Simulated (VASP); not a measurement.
Input of a VASP 6.6.1 run:

File INCAR:

```
SYSTEM = LiTlS2
PREC     = Accurate       ! precision mode
ENCUT    = 520            ! plane-wave cutoff, eV
EDIFF    = 1E-6           ! SCF threshold, eV
ISMEAR   = 0              ! smearing method
SIGMA    = 0.01           ! smearing width, eV
LREAL    = .False.        ! projectors in reciprocal space
LASPH    = .True.         ! aspherical terms in the spheres
NELM     = 80             ! most SCF steps
ALGO     = Normal         ! electronic algorithm
ISIF     = 2              ! what is computed and relaxed
LWAVE    = .False.        ! write WAVECAR
LCHARG   = .True.         ! write CHGCAR
GGA      = PE             ! functional
LELF     = .True.         ! ELF
LVHAR    = .True.       
NBANDS   = 22             ! bands
```

Contents of KPOINTS:

```
regular mesh
0
Gamma
  6 6 4
  0 0 0
```

File POSCAR:

```
LiTlS2
1.0
    4.0667718535      0.0000000000      0.0000000000
    0.0000000000      4.0667718535      0.0000000000
    0.0000000000      0.0000000000      5.7187778076
Li S Tl
1 2 1
Direct
    0.0000000000      0.0000000000      0.0000000000
    0.0000000000      0.5000000000      0.2309016898
    0.5000000000      0.0000000000      0.7690983102
    0.5000000000      0.5000000000      0.5000000000
```

Potentials or basis: VASP PAW PBE potentials, release 64 (Li_sv, S, Tl_d).

Run with:

```bash
$ cat potpaw_PBE.64/Li_sv/POTCAR potpaw_PBE.64/S/POTCAR potpaw_PBE.64/Tl_d/POTCAR > POTCAR
$ mpirun -np 1 vasp_std > vasp.out
```

Question: Estimate the largest force.

Answer: 0.163 eV/Å.

Question: Estimate the band gap on the k mesh.

Answer: 0.93 eV, direct.

Forces in eV/Å, atoms in the order of the input:
```
Li   0.000  0.000  0.000
S    0.000  0.000 -0.163
S    0.000  0.000  0.163
Tl   0.000  0.000  0.000
```

Caveat: spin-orbit coupling is left out, which moves the levels of the heavy elements. As with any semilocal functional, this PBE gap is likely too small.
